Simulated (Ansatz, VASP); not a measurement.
# SiC in VASP and in Ansatz

```
Si C
1.0
     0.00352    2.16055    2.16055
     2.16055    0.00352    2.16055
     2.16055    2.16055    0.00352
Si C
1 1
Cartesian
  0.0034 0.0034 0.0034
  1.0778 1.0778 1.0778
```

Change from the starting cell: strained cell.

Alike in both runs: task relaxation of the atoms; functional PBE; k mesh 9 × 9 × 9; occupations gaussian, width 0.02 eV; no spin polarisation.

```csv
,VASP,Ansatz
version,VASP 6.6.1,Ansatz 0.2.0
potentials or method,"VASP PAW PBE potentials, release 64 (Si, C), cutoff 520 eV","scalar-relativistic, plane waves, PAW"
valence electrons in the cell,8,8
```

```csv
,VASP,Ansatz,Ansatz less VASP
"gap on the k mesh at the Fermi level, each at its own relaxed structure (eV)",1.47,1.47,+0.002
```

Ansatz's warnings: stress scf threshold loose.
